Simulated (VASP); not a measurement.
Write the native input for VASP 6.6.1 that does the following.

```yaml
Task: single point
Functional: PBE
Potentials_or_basis: VASP PAW PBE potentials, release 64 (Zn, S)
Cutoff: 520 eV
k_mesh: 3 × 3 × 1
Occupations: fermi-dirac, width 0.0259 eV
Spin: no spin polarisation
Dipole_correction: no
Further_INCAR_settings: LREAL = Auto; ALGO = Normal; EDIFF = 1e-06; NBANDS = 166
```

The structure of ZnS lies in POSCAR:

```
ZnS
1.0
    3.8867093372      0.0000000000      0.0000000000
   -1.9433546686      3.3659890231      0.0000000000
    0.0000000000      0.0000000000     50.8057055556
Zn S
16 16
Direct
    0.2746519417      0.7422804955      0.5075511248
    0.2704452014      0.5401782322      0.8788373769
    0.6613316432      0.3196029436      0.1866704910
   -0.1039133082      0.0682753266      0.4383315369
    0.2359641126      0.5401725875      0.1281235627
    0.6250959025      0.1975362948      0.0030357811
    0.6706485048      0.3456089702      0.6302754120
   -0.0171069869     -0.0188580532      0.2481646670
    0.0097284839     -0.0817010983      0.9413904497
    0.6512261108      0.2601170099      0.8162868037
    0.3250442289      0.6583051771      0.6906502255
    0.0575437811     -0.0508816276      0.7561336779
    0.6408454275      0.4199582917      0.3759969041
    0.0503785490      0.0559351200      0.5698079514
    0.3309888253      0.7121187810      0.3136160167
   -0.0715298799     -0.0851161421      0.0652412552
    0.5903026576      0.2194704127      0.0495946267
   -0.0810995319     -0.1111913905      0.1101592221
    0.2739955059      0.7717900986      0.3611232794
    0.5537334533      0.4012345230      0.4213863732
    0.6397153501      0.3457503848      0.6778521354
    0.3706131417      0.7175543305      0.5533904842
    0.6291994053      0.2349618476      0.8609264161
   -0.0647348934      0.0787305004      0.4898217775
   -0.0302525469     -0.1337737577      0.9857918604
   -0.0012861804     -0.0385235956      0.8016080784
    0.3657519703      0.6342890560      0.7380200627
   -0.0355603109      0.0400845039      0.2985430836
    0.3243476641      0.5667210995      0.9256746557
    0.0001541014      0.0055805292      0.6149121375
    0.3020433974      0.6442302649      0.1727704380
    0.6460563937      0.3506351304      0.2316390821
```

This cell differs from its parent crystal: dynamics (nvt langevin) at 300 K, volume x 1.03, from the last frame before.

These files were run (other wordings do the same):

INCAR

```
PREC = Accurate
ENCUT = 520
EDIFF = 1E-6
ISMEAR = -1
SIGMA = 0.0259
LREAL = Auto
LASPH = T
NELM = 100
ALGO = Normal
ISIF = 2
LWAVE = F
LCHARG = F
GGA = PE
NBANDS = 166
```

KPOINTS

```
Automatic mesh
0
Gamma
  3 3 1
```

Potentials or basis: VASP PAW PBE potentials, release 64 (Zn, S).

Run with:

```sh
$ cat potpaw_PBE.64/Zn/POTCAR potpaw_PBE.64/S/POTCAR > POTCAR
$ mpirun -np 1 vasp_std > vasp.out
```

Results of the run:

```json
{
  "Pressure": "-0.7 GPa",
  "Largest force": "1.501 eV/Å",
  "Band gap on the k mesh": "0.81 eV"
}
```

Caveat: the k points lie up to 0.62 Å⁻¹ apart; the atoms stand as in a frame of molecular dynamics; forces of over 1 eV/Å act on the atoms, so gaps and moduli don't describe the material at rest.

Wall time 23 min on 1 thread of Oxide Virtual Turin-like Processor, with other jobs on the host, peak memory 0.84 GiB.
